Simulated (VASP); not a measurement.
# YGeF5 (F-43m) in VASP: a series of runs, part 2 of 2

VASP 6.6.1. The steps go on from the part before.

## 5. Single point, PBE

This run uses another cell than the first one, of 16.36 Å³/atom.

Input file INCAR:

```
PREC = Accurate ; ENCUT = 520
EDIFF = 1E-6 ; ISMEAR = 0
SIGMA = 0.02 ; LREAL = F
LASPH = T ; NELM = 100
ALGO = Normal ; ISIF = 2
LWAVE = F ; LCHARG = T
GGA = PE ; LELF = T
LVHAR = T ; NBANDS = 39
```

Input file KPOINTS:

```
Automatic mesh
0
Gamma
  8 8 8
```

Input file POSCAR:

```
YGeF5
1.0
    0.0000000000      3.8546059950      3.8546059950
    3.8546059950      0.0000000000      3.8546059950
    3.8546059950      3.8546059950      0.0000000000
Y Ge F
1 1 5
Direct
    0.2500000000      0.2500000000      0.2500000000
    0.5000000000      0.5000000000      0.5000000000
    0.0000000000      0.0000000000      0.0000000000
    0.6357226737      0.0928319788      0.6357226737
    0.6357226737      0.6357226737      0.6357226737
    0.0928319788      0.6357226737      0.6357226737
    0.6357226737      0.6357226737      0.0928319788
```

Launch:

```bash
cat potpaw_PBE.64/Y_sv/POTCAR potpaw_PBE.64/Ge_d/POTCAR potpaw_PBE.64/F/POTCAR > POTCAR
mpirun -np 1 vasp_std > vasp.out
```

It took 3 min on 1 thread of Oxide Virtual Turin-like, shared host; peak memory 0.31 GiB.

The run converged. Its results:

```yaml
Free_energy: -32.4318 eV
Pressure: 0.1 GPa
Largest_force: 0.103 eV/Å
Band_gap_on_the_k_mesh: 0.59 eV (least direct gap 0.66 eV)
```

Forces on the atoms (eV/Å):
```
Y    0.000  0.000  0.000
Ge   0.000  0.000  0.000
F    0.000  0.000  0.000
F   -0.059  0.059 -0.059
F    0.059  0.059  0.059
F    0.059 -0.059 -0.059
F   -0.059 -0.059  0.059
```

Levels at points of the mesh, in eV from the valence-band top:
```tsv
k point	band 26	band 27	band 28	band 29	band 30	band 31	band 32	band 33	band 34	band 35
(0.00, 0.00, 0.00)	-4.72	-2.65	-2.65	-2.65	-1.30	0.72	0.72	0.72	1.36	1.36
(0.50, 0.00, 0.00)	-4.71	-2.74	-2.59	-2.59	-0.17	0.81	0.81	1.19	1.19	1.26
(0.50, 0.50, 0.00)	-4.83	-2.68	-2.60	-2.60	-0.04	0.80	0.80	0.85	1.32	1.77
```

Caveat: semilocal functionals underestimate gaps, and a narrow one can read as zero. A k mesh can miss the band edges.

## 6. Relaxation of cell and atoms, PBE

This run uses another cell than the first one, of 16.33 Å³/atom.

Input file INCAR:

```
PREC = Accurate ; ENCUT = 600
EDIFF = 1E-6 ; ISMEAR = 0
SIGMA = 0.02 ; LREAL = False
LASPH = True ; NELM = 60
ALGO = Normal ; ISIF = 3
LWAVE = False ; LCHARG = False
GGA = PE ; IBRION = 2
NSW = 100 ; EDIFFG = -0.01
```

Input file KPOINTS:

```
regular mesh
0
Gamma
  8 8 8
```

Input file POSCAR:

```
YGeF5
1.0
    0.0000000000      3.8522082367      3.8522082367
    3.8522082367      0.0000000000      3.8522082367
    3.8522082367      3.8522082367      0.0000000000
Y Ge F
1 1 5
Direct
    0.2500000000      0.2500000000      0.2500000000
    0.5000000000      0.5000000000      0.5000000000
    0.0000000000      0.0000000000      0.0000000000
    0.6357966124      0.0926101629      0.6357966124
    0.6357966124      0.6357966124      0.6357966124
    0.0926101629      0.6357966124      0.6357966124
    0.6357966124      0.6357966124      0.0926101629
```

Potentials or basis: VASP PAW PBE potentials, release 64 (Y_sv, Ge_d, F).

Launch:

```bash
cat potpaw_PBE.64/Y_sv/POTCAR potpaw_PBE.64/Ge_d/POTCAR potpaw_PBE.64/F/POTCAR > POTCAR
mpirun -np 1 vasp_std > vasp.out
```

Run time: 12 min. Hardware: 1 thread of Oxide Virtual Turin-like, shared host; peak memory 0.4 GiB.

The run converged. Its results:

| Property | Result |
| --- | --- |
| Free energy | -32.4423 eV |
| Relaxed volume | 16.29 Å³/atom |
| Relaxed cell | a = 5.443 Å, b = 5.443 Å, c = 5.443 Å, α = 60.00°, β = 60.00°, γ = 60.00° |
| Space group after relaxing (to 0.1 Å) | F-43m (No. 216) |
| Energy gained by relaxing | 0.1 meV/atom |
| Ionic steps | 4 |
| Pressure after relaxing | -0.1 GPa |
| Largest force after relaxing | 0.004 eV/Å |
| Band gap on the k mesh | 0.59 eV (least direct gap 0.67 eV) |

Forces on the atoms (eV/Å):
```
Y    0.000  0.000  0.000
Ge   0.000  0.000  0.000
F    0.000  0.000  0.000
F   -0.002  0.002 -0.002
F    0.002  0.002  0.002
F    0.002 -0.002 -0.002
F   -0.002 -0.002  0.002
```

Step by step:
```
step  energy change (eV)  largest force (eV/Å)  pressure (GPa)  volume (Å³)
   1              0.0000                0.0925            0.00       114.33
   2             -0.0008                0.0010           -0.18       114.33
   3             -0.0008                0.0003           -0.17       114.33
   4             -0.0010                0.0038           -0.05       114.04
```

Final structure:
```xyz
7
Lattice="0.0000 3.8489 3.8489 3.8489 0.0000 3.8489 3.8489 3.8489 0.0000" Properties=species:S:1:pos:R:3 pbc="T T T"
Y     1.9245    1.9245    1.9245
Ge    3.8489    3.8489    3.8489
F     7.6978    3.8489    3.8489
F     2.8005    4.8973    2.8005
F     4.8973    4.8973    4.8973
F     4.8973    2.8005    2.8005
F     2.8005    2.8005    4.8973
```

Levels at points of the mesh, in eV from the valence-band top:
| k point | band 28 | band 29 | band 30 | band 31 | band 32 | band 33 |
| --- | --- | --- | --- | --- | --- | --- |
| (0.00, 0.00, 0.00) | -2.65 | -2.65 | -1.31 | 0.72 | 0.72 | 0.72 |
| (0.50, 0.00, 0.00) | -2.59 | -2.59 | -0.17 | 0.82 | 0.82 | 1.20 |
| (0.50, 0.50, 0.00) | -2.61 | -2.61 | -0.04 | 0.80 | 0.80 | 0.86 |

Caveat: semilocal functionals underestimate gaps, and a narrow one can read as zero.

## 7. Summary

```csv
task,cell,k mesh,cutoff (eV),smearing,gap on the mesh (eV),pressure (GPa),relaxed volume (Å³/atom),largest force (eV/Å)
single point,"a = 5.162 Å, angles 60.0°, 7 atoms, atomic positions A",4 × 4 × 4,520,gaussian 0.1 eV,0.58,9.0,-,1.46
single point,"a = 5.448 Å, angles 60.0°, 7 atoms, atomic positions B",4 × 4 × 4,520,gaussian 0.1 eV,0.59,0.1,-,0.10
relaxation of cell and atoms,"relaxed from a = 5.162 Å, angles 60.0°, 7 atoms, atomic positions A",4 × 4 × 4,600,gaussian 0.1 eV,0.59,0.0,16.33,-
single point,"a = 5.451 Å, angles 60.0°, 7 atoms, atomic positions C",8 × 8 × 8,520,gaussian 0.02 eV,0.59,0.1,-,0.10
relaxation of cell and atoms,"relaxed from a = 5.448 Å, angles 60.0°, 7 atoms, atomic positions B",8 × 8 × 8,600,gaussian 0.02 eV,0.59,-0.1,16.29,-
```

Alike in all rows: level PBE; potentials or basis VASP PAW PBE potentials, release 64 (Y_sv, Ge_d, F); no spin polarisation.

Caveats: semilocal functionals underestimate gaps, and a narrow one can read as zero; the cell stands under pressure (at least some runs); forces of over 1 eV/Å act on the atoms, so gaps and moduli don't describe the material at rest (at least some runs); the volume moved by over 15 % at a fixed basis, so the end points are rough (at least some runs).

Total energies depend on the potentials used, so only differences within one code and one set of settings carry meaning.
